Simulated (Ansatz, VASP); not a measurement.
One calculation of KTaO3, two programs

File INCAR:

```
SYSTEM = KTaO3
PREC = Accurate ; ENCUT = 520
EDIFF = 1E-7 ; ISMEAR = 0
SIGMA = 0.05 ; LREAL = .False.
LASPH = .True. ; NELM = 80
ALGO = Normal ; ISIF = 2
LWAVE = .False. ; LCHARG = .True.
GGA = PE ; LELF = .True.
LVHAR = .True. ; NBANDS = 27
```

Contents of KPOINTS:

```
regular mesh
0
Gamma
  8 8 8
  0 0 0
```

Contents of POSCAR:

```
KTaO3
1.0
    3.9770525144     -0.0231654046     -0.0486873661
   -0.0231654046      4.0754865376     -0.0043798270
   -0.0486873661     -0.0043798270      3.9600244195
K Ta O
1 1 3
Direct
    0.0090374173      0.0086276986     -0.0162298671
    0.4904242569      0.5179172444      0.4868784320
    0.0001860168      0.4844798419      0.5265159640
    0.5134207577      0.4979418574     -0.0016283847
    0.4869315513     -0.0089666423      0.5044638558
```

Input for Ansatz:

```yaml
crystal:
  lattice:
    - [3.9770525144, -0.0231654046, -0.0486873661]
    - [-0.0231654046, 4.0754865376, -0.004379827]
    - [-0.0486873661, -0.004379827, 3.9600244195]
  atoms:
    - { symbol: K, position: [0.0090374173, 0.0086276986, -0.0162298671] }
    - { symbol: Ta, position: [0.4904242569, 0.5179172444, 0.486878432] }
    - { symbol: O, position: [0.0001860168, 0.4844798419, 0.526515964] }
    - { symbol: O, position: [0.5134207577, 0.4979418574, -0.0016283847] }
    - { symbol: O, position: [0.4869315513, -0.0089666423, 0.5044638558] }
basis:
  ecutwfc: 420
  ecutrho_ratio: 4
kpoints:
  mp_grid: { grid: [8, 8, 8] }
hamiltonian:
  xc: pbe
scf:
  occupations: { method: gaussian, width: 0.05 }
output:
  forces: true
  stress: true
  eigenvalues: true
```

Change from the starting cell: all atoms moved at random (sigma 0.06 Å), cell strained at random (1 %).

Alike in both runs: task single point; functional PBE; k mesh 8 × 8 × 8; occupations gaussian, width 0.05 eV; no spin polarisation.

|  | VASP | Ansatz |
| --- | --- | --- |
| version | VASP 6.6.1 | Ansatz 0.2.0 |
| potentials or method | VASP PAW PBE potentials, release 64 (K_sv, Ta_pv, O), cutoff 520 eV | scalar-relativistic, plane waves, PAW |
| valence electrons in the cell | 38 | 40 |

|  | VASP | Ansatz | Ansatz less VASP |
| --- | --- | --- | --- |
| gap on the k mesh at the Fermi level (eV) | 2.28 | 2.32 | +0.044 |
| least direct gap on the mesh (eV) | 3.04 | 3.07 | +0.032 |
| pressure (GPa) | 4.6 | 3.9 | -0.71 |
| traceless stress, the component that is largest in VASP (GPa) | -3.60 | -3.58 | +0.015 |
| rms of the force components (eV/Å) | 0.254 | 0.257 | +0.0029 |

Atom by atom the forces differ by 0.030 eV/Å (rms over components). VASP's potentials hold 38 valence electrons a cell and Ansatz's 40, so a difference there can come from the potentials and not from the codes.

Neither program's run includes spin-orbit coupling.
